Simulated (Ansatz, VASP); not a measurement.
# One calculation of TiC, two programs

```
CELL_PARAMETERS angstrom
0.00000 2.16400 2.16400
2.16400 0.00000 2.16400
2.16400 2.16400 0.00000
ATOMIC_POSITIONS crystal
Ti 0.00000 0.00000 0.00000
C 0.51444 0.48556 0.51444
```

Change from the starting cell: all C atoms moved +0.062 Å, as atom 2 along Cartesian [0 1 0].

Alike in both runs: task single point; functional PBE; k mesh 18 × 18 × 18; occupations gaussian, width 0.15 eV; no spin polarisation.

|  | VASP | Ansatz |
| --- | --- | --- |
| version | VASP 6.6.1 | Ansatz 0.2.0 |
| potentials or method | VASP PAW PBE potentials, release 64 (Ti_sv, C), cutoff 520 eV | scalar-relativistic, plane waves, PAW |
| valence electrons in the cell | 16 | 16 |

Ansatz gave:

| Property | Result |
| --- | --- |
| gap on the k mesh at the Fermi level (eV) | none |
| pressure (GPa) | 1.3 |
| traceless stress, the component that is largest in VASP (GPa) | 0.71 |
| rms of the force components (eV/Å) | 0.336 |

Which values does VASP return?

gap on the k mesh at the Fermi level (eV): none; pressure (GPa): 1.5; traceless stress, the component that is largest in VASP (GPa): 0.72; rms of the force components (eV/Å): 0.337.

Atom by atom the forces differ by 0.001 eV/Å (rms over components). A gap of «none» marks a metal or a gap that the smearing closes.
